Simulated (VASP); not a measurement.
# Al (P6_3/mmc) in VASP: further runs

The runs below take Al through single point, relaxation of shape and atoms at fixed volume, relaxation of cell and atoms, with PBEsol.

All numbers are computed with VASP 6.6.1; they aren't measurements. Logs are shortened: lines on timing, memory, paths and dates and some standing lists are left out, and cuts for length are marked.

**1. The cell of the first run**

The structure is hexagonal, space group P6_3/mmc (No. 194). Conventional cell: a = 2.858 Å, b = 2.858 Å, c = 4.709 Å, α = 90.00°, β = 90.00°, γ = 120.00°. Al (site symmetry -6m2) has 12 Al at 2.86 to 2.88 Å within 3.8 Å.

This isn't the form of Al at room conditions, which is fcc.

**2. Single point, PBEsol (16.66 Å³/atom)**

The input, INCAR:

```
ALGO     = Normal         # electronic algorithm
EDIFF    = 1E-7           # SCF threshold, eV
ENCUT    = 520            # plane-wave cutoff, eV
GGA      = PS             # functional
ISIF     = 2              # what is computed and relaxed
ISMEAR   = -1             # smearing method
LASPH    = T              # aspherical terms in the spheres
LCHARG   = F              # write CHGCAR
LREAL    = F              # projectors in reciprocal space
LWAVE    = F              # write WAVECAR
NBANDS   = 10             # bands
NELM     = 100            # most SCF steps
PREC     = Accurate       # precision mode
SIGMA    = 0.15           # smearing width, eV
```

The input, KPOINTS:

```
k-points
0
Gamma
  18 18 10
```

The input, POSCAR:

```
Al
1.0
    2.8583478383      0.0000000000      0.0000000000
   -1.4291739191      2.4754018408      0.0000000000
    0.0000000000      0.0000000000      4.7087284405
Al
2
Direct
    0.6666666667      0.3333333333      0.7500000000
    0.3333333333      0.6666666667      0.2500000000
```

Potentials or basis: VASP PAW PBE potentials, release 64 (Al).

Run with:

```bash
cat potpaw_PBE.64/Al/POTCAR > POTCAR
mpirun -np 1 vasp_std > vasp.out
```

OUTCAR:

```text
EDIFF = 1E-7
   ENCUT = 520
   GGA = PS
   ISIF = 2
   ISMEAR = -1
   LASPH = T
   LREAL = F
   NELM = 100
   PREC = Accurate

 ion  position               nearest neighbor table
   1  0.667  0.333  0.750-   2 2.88   2 2.88   2 2.88   2 2.88   2 2.88   2 2.88
   2  0.333  0.667  0.250-   1 2.88   1 2.88   1 2.88   1 2.88   1 2.88   1 2.88

  LATTYP: Found a hexagonal cell.
 ALAT       =     2.8583478383
 C/A-ratio  =     1.6473601909

  Lattice vectors:

 A1 = (   2.8583478383,   0.0000000000,   0.0000000000)
 A2 = (  -1.4291739191,   2.4754018408,   0.0000000000)
 A3 = (   0.0000000000,   0.0000000000,   4.7087284405)

Analysis of symmetry for initial positions (statically):
=====================================================================
 Subroutine PRICEL returns:
 Original cell was already a primitive cell.

 Routine SETGRP: Setting up the symmetry group for a
 hexagonal supercell.

 Subroutine GETGRP returns: Found 24 space group operations
 (whereof 12 operations were pure point group operations)
 out of a pool of 24 trial point group operations.

The static configuration has the point symmetry D_3d.
 The point group associated with its full space group is D_6h.

Analysis of symmetry for dynamics (positions and initial velocities):
=====================================================================
 Subroutine PRICEL returns:
 Original cell was already a primitive cell.

 Routine SETGRP: Setting up the symmetry group for a
 hexagonal supercell.

 Subroutine GETGRP returns: Found 24 space group operations
 (whereof 12 operations were pure point group operations)
 out of a pool of 24 trial point group operations.

The dynamic configuration has the point symmetry D_3d.
 The point group associated with its full space group is D_6h.

 Subroutine INISYM returns: Found 24 space group operations
 (whereof 12 operations are pure point group operations),
 and found     1 'primitive' translations

----------------------------------------------------------------------------------------

                                     Primitive cell

  volume of cell :      33.3169

  direct lattice vectors                    reciprocal lattice vectors
     2.858347838  0.000000000  0.000000000     0.349852452  0.201987407  0.000000000
    -1.429173919  2.475401841  0.000000000     0.000000000  0.403974815  0.000000000
     0.000000000  0.000000000  4.708728440     0.000000000  0.000000000  0.212371559

  length of vectors
     2.858347838  2.858347838  4.708728440     0.403974815  0.403974815  0.212371559

  position of ions in fractional coordinates (direct lattice)
     0.666666667  0.333333333  0.750000000
     0.333333333  0.666666667  0.250000000

  ion indices of the primitive-cell ions
   primitive index   ion index
                 1           1
                 2           2

----------------------------------------------------------------------------------------

 KPOINTS: k-points

Automatic generation of k-mesh.
 Grid dimensions read from file:
 generate k-points for:   18   18   10

 Generating k-lattice:

  Cartesian coordinates                     Fractional coordinates (reciprocal lattice)
     0.019436247  0.011221523  0.000000000     0.055555556 -0.000000000  0.000000000
     0.000000000  0.022443045  0.000000000     0.000000000  0.055555556  0.000000000
     0.000000000  0.000000000  0.021237156     0.000000000  0.000000000  0.100000000

  Length of vectors
     0.022443045  0.022443045  0.021237156

  Shift w.r.t. Gamma in fractional coordinates (k-lattice)
     0.000000000  0.000000000  0.000000000

 Subroutine IBZKPT returns following result:
 ===========================================

 Found    222 irreducible k-points:

 Following reciprocal coordinates:
            Coordinates               Weight
  0.000000  0.000000  0.000000      1.000000
  0.055556  0.000000  0.000000      6.000000
  0.111111  0.000000  0.000000      6.000000
  0.166667 -0.000000  0.000000      6.000000
  0.222222 -0.000000  0.000000      6.000000
  0.277778  0.000000  0.000000      6.000000
[... 16 lines left out ...]
  0.333333  0.111111  0.000000     12.000000
  0.388889  0.111111  0.000000     12.000000
 [... further k-points ...]
   k-points           NKPTS =    222   k-points in BZ     NKDIM =    222   number of bands    NBANDS=     10
   number of dos      NEDOS =    301   number of ions     NIONS =      2
   total plane-waves  NPLWV =  20736
   dimension x,y,z NGX =    24 NGY =   24 NGZ =   36
   dimension x,y,z NGXF=    48 NGYF=   48 NGZF=   72
   ions per type =               2
   NGX,Y,Z   is equivalent  to a cutoff of  13.96, 13.96, 12.71 a.u.
   NGXF,Y,Z  is equivalent  to a cutoff of  27.92, 27.92, 25.42 a.u.
 SYSTEM =  unknown system
   PREC   = accura    normal or accurate (medium, high low for compatibility)
   ISTART =      0    job   : 0-new  1-cont  2-samecut
   ICHARG =      2    charge: 1-file 2-atom 10-const
[... 34 lines left out ...]
   IVDW    =     0    specifies the selected vdW correction
   LEPSILON=     F    determine dielectric tensor
   LRPA    =     F    only Hartree local field effects (RPA)
 non-spin polarized calculation
  energy-cutoff  :      520.00
  volume of cell :       33.32
 maximum number of plane-waves:       913
 NGX is ok and might be reduce to    24

 number of electron       6.0000000 magnetization

 Free energy of the ion-electron system (eV)
  ---------------------------------------------------
  ext. energy  EPLUGINS =         0.00000000
  ---------------------------------------------------
  free energy    TOTEN  =        -8.14487274 eV

  energy without entropy =       -8.08003126  energy(sigma->0) =       -8.11245200

 E-fermi :   7.8431     XC(G=0): -10.2232

 val. band max:        7.8400381584   @ k =   0.3333   0.1667   0.0000
 cond. band min:       7.8434768691   @ k =   0.3889   0.1111   0.0000
 fundamental gap:      0.0034387107
 Fermi energy:         7.8431243242

 k-point     1 :       0.0000    0.0000    0.0000
  band No.  band energies     occupation
      1      -3.2157      2.00000
      2       3.2516      2.00000
      3       3.3773      2.00000
      4      18.4649      0.00000
      5      18.4649      0.00000
      6      18.8667      0.00000
      7      18.8667      0.00000
      8      19.7771      0.00000
      9      21.7427      0.00000
     10      21.8718      0.00000

 k-point     2 :       0.0556    0.0000    0.0000
  band No.  band energies     occupation
      1      -3.1412      2.00000
      2       3.3208      2.00000
      3       3.4502      2.00000
      4      16.9174      0.00000
      5      17.5593      0.00000
      6      18.7066      0.00000
      7      19.9001      0.00000
      8      20.4427      0.00000
      9      21.6718      0.00000
     10      22.3046      0.00000

 k-point     3 :       0.1111    0.0000    0.0000
  band No.  band energies     occupation
      1      -2.9179      2.00000
      2       3.5284      2.00000
      3       3.6683      2.00000
      4      14.8627      0.00000
      5      16.6082      0.00000
      6      17.9509      0.00000
      7      20.2860      0.00000
      8      20.6094      0.00000
      9      21.2145      0.00000
     10      21.5318      0.00000

 k-point     4 :       0.1667   -0.0000    0.0000
  band No.  band energies     occupation
      1      -2.5465      2.00000
      2       3.8744      2.00000
      3       4.0290      2.00000
      4      12.8212      0.00000
      5      15.7809      0.00000
      6      17.0544      0.00000
      7      18.7281      0.00000
      8      18.8651      0.00000
      9      21.1559      0.00000
     10      21.6824      0.00000
[... 222 lines left out ...]
 k-point    22 :       0.2778    0.1111    0.0000
  band No.  band energies     occupation
      1      -0.3393      2.00000
      2       5.9467      1.99999
      3       5.9956      1.99999
      4       7.6339      1.60281
      5      11.1208      0.00000
      6      13.4632      0.00000
      7      13.8912      0.00000
      8      17.3747      0.00000
      9      17.3949      0.00000
     10      18.7312      0.00000

 k-point    23 :       0.3333    0.1111    0.0000
  band No.  band energies     occupation
      1       0.6057      2.00000
      2       5.6009      2.00000
      3       6.8379      1.99755
      4       7.3105      1.94421
      5      10.6798      0.00000
      6      11.9035      0.00000
      7      12.5167      0.00000
      8      17.0236      0.00000
      9      17.0725      0.00000
     10      18.4223      0.00000

 k-point    24 :       0.3889    0.1111    0.0000
  band No.  band energies     occupation
      1       1.6863      2.00000
      2       4.2354      2.00000
      3       7.8435      0.99882
      4       8.1868      0.18376
      5      10.1331      0.00000
      6      10.4922      0.00000
      7      11.5157      0.00000
      8      16.8034      0.00000
      9      16.8900      0.00000
     10      18.2337      0.00000

 [... further k-points ...]

------------------------ aborting loop because EDIFF is reached ----------------------------------------

  FORCE on cell =-STRESS in cart. coord.  units (eV):
  Direction    XX          YY          ZZ          XY          YZ          ZX
  --------------------------------------------------------------------------------------
  -------------------------------------------------------------------------------------
  Total       -0.2987169     -0.2987169     -0.2978498     -0.0000000      0.0000000      0.0000000
  in kB      -14.3650086    -14.3650086    -14.3233107     -0.0000000      0.0000000      0.0000000
  external PRESSURE =     -14.3511093 kB  Pullay stress =       0.0000000 kB

 VOLUME and BASIS-vectors are now :
 -----------------------------------------------------------------------------
  energy-cutoff  :      520.00
  volume of cell :       33.32
      direct lattice vectors                 reciprocal lattice vectors
     2.858347838  0.000000000  0.000000000     0.349852452  0.201987407  0.000000000
    -1.429173919  2.475401841  0.000000000     0.000000000  0.403974815  0.000000000
     0.000000000  0.000000000  4.708728440     0.000000000  0.000000000  0.212371559

 POSITION                                       TOTAL-FORCE (eV/Angst)
 -----------------------------------------------------------------------------------
      1.42917      0.82513      3.53155         0.000000     -0.000000      0.000000
     -0.00000      1.65027      1.17718        -0.000000      0.000000     -0.000000
 -----------------------------------------------------------------------------------
    total drift:                                0.000000     -0.000000     -0.000000

  FREE ENERGIE OF THE ION-ELECTRON SYSTEM (eV)
  ---------------------------------------------------
  free  energy   TOTEN  =        -8.1448727420 eV

  energy  without entropy=       -8.0800312637  energy(sigma->0) =       -8.11245200
```

Wall time 47 s (1 thread of Intel Xeon 8259CL, shared host); peak memory 0.19 GiB.

What came out:

```yaml
Free_energy: -8.1449 eV
Pressure: -1.4 GPa
Band_gap_on_the_k_mesh: zero (bands 3 and 4 overlap by 7.25 eV)
```

Caveat: the PAW data sets were made with another functional, which shifts forces and pressure a little.

**3. Relaxation of shape and atoms at fixed volume, PBEsol (16.01 Å³/atom)**

This run uses another cell than the first one, of 16.01 Å³/atom.

The input, INCAR:

```
ALGO = Normal
EDIFF = 1E-7
EDIFFG = -0.001
ENCUT = 600
GGA = PS
IBRION = 2
ISIF = 4
ISMEAR = -1
LASPH = True
LCHARG = False
LREAL = False
LWAVE = False
NELM = 100
NSW = 80
PREC = Accurate
SIGMA = 0.15
```

KPOINTS is that of step 2.

The input, POSCAR:

```
Al
1.0
    2.8212475785      0.0000000000      0.0000000000
   -1.4106237892      2.4432720733      0.0000000000
    0.0000000000      0.0000000000      4.6438406172
Al
2
Direct
    0.6666666667      0.3333333333      0.7500000000
    0.3333333333      0.6666666667      0.2500000000
```

Potentials or basis: VASP PAW PBE potentials, release 64 (Al).

Run with:

```bash
cat potpaw_PBE.64/Al/POTCAR > POTCAR
mpirun -np 1 vasp_std > vasp.out
```

Run time: 67 s. Hardware: 1 thread of Intel Xeon 8259CL, shared host; peak memory 0.19 GiB.

It converged, with:

```
Free energy               : -8.1443 eV
Energy gained by relaxing : 0.0 meV/atom
Ionic steps               : 3
Pressure after relaxing   : 1.7 GPa
Band gap on the k mesh    : zero (bands 3 and 4 overlap by 7.38 eV)
```

Final structure:
```
CELL_PARAMETERS angstrom
2.82172 0.00000 0.00000
-1.41086 2.44368 0.00000
0.00000 0.00000 4.64230
ATOMIC_POSITIONS crystal
Al 0.66667 0.33333 0.75000
Al 0.33333 0.66667 0.25000
```

Levels at points of the mesh, in eV from the Fermi level:
| k point | band 1 | band 2 | band 3 | band 4 | band 5 | band 6 |
| --- | --- | --- | --- | --- | --- | --- |
| (0.00, 0.00, 0.00) | -11.34 | -4.75 | -4.51 | 10.93 | 10.93 | 11.23 |
| (0.50, 0.00, 0.00) | -5.36 | -5.22 | 0.60 | 1.12 | 1.44 | 1.79 |
| (0.00, 0.00, 0.50) | -9.63 | -9.63 | 3.36 | 3.36 | 12.09 | 12.09 |
| (0.50, 0.00, 0.50) | -4.00 | -4.00 | -3.24 | -3.24 | 7.28 | 7.28 |

Caveat: the PAW data sets were made with another functional, which shifts forces and pressure a little.

**4. Relaxation of cell and atoms, PBEsol**

This run uses another cell than the first one, of 16.31 Å³/atom.

The input, INCAR:

```
SYSTEM = Al
PREC = Accurate ; ENCUT = 600
EDIFF = 1E-7 ; ISMEAR = -1
SIGMA = 0.15 ; LREAL = .FALSE.
LASPH = .TRUE. ; NELM = 60
ALGO = Normal ; ISIF = 3
LWAVE = .FALSE. ; LCHARG = .FALSE.
GGA = PS ; IBRION = 2
NSW = 80 ; EDIFFG = -0.001
```

The input, KPOINTS:

```
Automatic mesh
0
G
  18 18 10
  0 0 0
```

The input, POSCAR:

```
Al
1.0
    2.8500699655      0.0000000000      0.0000000000
   -1.4250349827      2.4682329927      0.0000000000
    0.0000000000      0.0000000000      4.6373166447
Al
2
Direct
    0.6666666667      0.3333333333      0.7500000000
    0.3333333333      0.6666666667      0.2500000000
```

Run with:

```bash
cat potpaw_PBE.64/Al/POTCAR > POTCAR
mpirun -np 1 vasp_std > vasp.out
```

It took 2.2 min on 1 thread of Intel Xeon 8259CL, shared host; peak memory 0.19 GiB.

Results (log left out):

```yaml
Free_energy: -8.1479 eV
Relaxed_volume: 16.34 Å³/atom
Relaxed_cell: a = 2.841 Å, b = 2.841 Å, c = 4.678 Å, α = 90.00°, β = 90.00°, γ = 120.00°
Space_group_after_relaxing_to_0.1_Å: P6_3/mmc (No. 194)
Energy_gained_by_relaxing: 0.3 meV/atom
Ionic_steps: 7
Pressure_after_relaxing: 0.0 GPa
Band_gap_on_the_k_mesh: zero (bands 3 and 4 overlap by 7.31 eV)
```

Step by step:
| step | energy change (eV) | largest force (eV/Å) | pressure (GPa) | volume (Å³) |
| --- | --- | --- | --- | --- |
| 1 | 0.0000 | 0.0000 | 0.16 | 32.62 |
| 2 | -0.0003 | 0.0000 | -0.03 | 32.70 |
| 3 | -0.0004 | 0.0000 | -0.26 | 32.80 |
| 4 | -0.0005 | 0.0000 | -0.08 | 32.72 |
| 5 | -0.0005 | 0.0000 | -0.02 | 32.70 |
| 6 | -0.0005 | 0.0000 | -0.02 | 32.70 |
| 7 | -0.0005 | 0.0000 | 0.00 | 32.69 |

Final structure:
```
Al
1.0
     2.84071    0.00000    0.00000
    -1.42036    2.46013    0.00000
     0.00000    0.00000    4.67759
Al
2
Cartesian
  1.4204 0.8200 3.5082
  0.0000 1.6401 1.1694
```

Levels at points of the mesh, in eV from the Fermi level:
| k point | band 1 | band 2 | band 3 | band 4 | band 5 | band 6 | band 7 |
| --- | --- | --- | --- | --- | --- | --- | --- |
| (0.00, 0.00, 0.00) | -11.19 | -4.67 | -4.49 | 10.77 | 10.77 | 11.12 | 11.12 |
| (0.50, 0.00, 0.00) | -5.30 | -5.14 | 0.61 | 1.08 | 1.47 | 1.73 | 5.73 |
| (0.00, 0.00, 0.50) | -9.51 | -9.51 | 3.31 | 3.31 | 11.97 | 11.97 | 11.97 |
| (0.50, 0.00, 0.50) | -3.93 | -3.93 | -3.21 | -3.21 | 7.17 | 7.17 | 7.60 |

Caveat: the PAW data sets were made with another functional, which shifts forces and pressure a little.

**5. Relaxation of cell and atoms, PBEsol**

This run uses another cell than the first one, of the same volume but with other edges.

The input, INCAR:

```
ALGO = Fast ; EDIFF = 1E-7
EDIFFG = -0.005 ; ENCUT = 600
GGA = PS ; IBRION = 2
ISIF = 3 ; ISMEAR = 0
LASPH = T ; LCHARG = F
LREAL = F ; LWAVE = F
NELM = 100 ; NSW = 100
PREC = Accurate ; SIGMA = 0.1
```

The input, KPOINTS:

```
k-points
0
Gamma
  18 18 10
```

The input, POSCAR:

```
Al
1.0
    2.8124553515      0.0000000000      0.0000000000
   -1.4062276757      2.4356577814      0.0000000000
    0.0000000000      0.0000000000      4.8668500000
Al
2
Direct
    0.6666666700      0.3333333300      0.7500000000
    0.3333333300      0.6666666700      0.2500000000
```

Run with:

```bash
cat potpaw_PBE.64/Al/POTCAR > POTCAR
mpirun -np 1 vasp_std > vasp.out
```

It took 3 min on 1 thread of Intel Xeon 8259CL, shared host; peak memory 0.2 GiB.

Results (log left out):

* Free energy: -8.1159 eV
* Relaxed volume: 16.32 Å³/atom
* Relaxed cell: a = 2.827 Å, b = 2.827 Å, c = 4.716 Å, α = 90.00°, β = 90.00°, γ = 120.00°
* Space group after relaxing (to 0.1 Å): P6_3/mmc (No. 194)
* Energy gained by relaxing: 3.6 meV/atom
* Ionic steps: 9
* Pressure after relaxing: 0.0 GPa
* Band gap on the k mesh: zero (bands 3 and 4 overlap by 7.17 eV)

The path:
```csv
step,energy change (eV),largest force (eV/Å),pressure (GPa),volume (Å³)
1,0.0000,0.0000,-1.33,33.34
2,-0.0054,0.0000,0.07,32.68
3,-0.0056,0.0000,0.41,32.52
4,-0.0066,0.0000,0.12,32.62
5,-0.0069,0.0000,-0.03,32.67
6,-0.0070,0.0000,-0.30,32.77
7,-0.0070,0.0000,-0.25,32.75
8,-0.0072,0.0000,0.07,32.62
9,-0.0072,0.0000,0.03,32.64
```

Final structure:
```
CELL_PARAMETERS angstrom
2.82698 0.00000 0.00000
-1.41349 2.44824 0.00000
0.00000 0.00000 4.71566
ATOMIC_POSITIONS crystal
Al 0.66667 0.33333 0.75000
Al 0.33333 0.66667 0.25000
```

Levels at points of the mesh, in eV from the Fermi level:
```csv
k point,band 1,band 2,band 3,band 4,band 5,band 6
"(0.00, 0.00, 0.00)",-11.20,-4.73,-4.64,11.01,11.01,11.30
"(0.50, 0.00, 0.00)",-5.24,-5.10,0.61,0.97,1.46,1.65
"(0.00, 0.00, 0.50)",-9.54,-9.54,3.08,3.08,12.15,12.15
"(0.50, 0.00, 0.50)",-3.91,-3.91,-3.18,-3.18,7.32,7.32
```

Caveat: the PAW data sets were made with another functional, which shifts forces and pressure a little.

**6. The runs side by side**

| task | cell | cutoff (eV) | smearing | gap on the mesh (eV) | pressure (GPa) | relaxed volume (Å³/atom) |
| --- | --- | --- | --- | --- | --- | --- |
| single point | a = 2.858, b = 2.858, c = 4.709 Å, angles 90.0, 90.0, 120.0°, 2 atoms | 520 | fermi-dirac 0.15 eV | none | -1.4 | - |
| relaxation of shape and atoms at fixed volume | relaxed from a = 2.821, b = 2.821, c = 4.644 Å, angles 90.0, 90.0, 120.0°, 2 atoms | 600 | fermi-dirac 0.15 eV | none | 1.7 | - |
| relaxation of cell and atoms | relaxed from a = 2.850, b = 2.850, c = 4.637 Å, angles 90.0, 90.0, 120.0°, 2 atoms | 600 | fermi-dirac 0.15 eV | none | 0.0 | 16.34 |
| relaxation of cell and atoms | relaxed from a = 2.812, b = 2.812, c = 4.867 Å, angles 90.0, 90.0, 120.0°, 2 atoms | 600 | gaussian 0.1 eV | none | 0.0 | 16.32 |

Alike in all rows: level PBEsol; potentials or basis VASP PAW PBE potentials, release 64 (Al); no spin polarisation; k mesh 18 × 18 × 10.

Caveats: the PAW data sets were made with another functional, which shifts forces and pressure a little.

Absolute energies hang on the potentials; compare differences alone.

The gap in the log of VASP goes by the Fermi energy; the results here count the filled bands.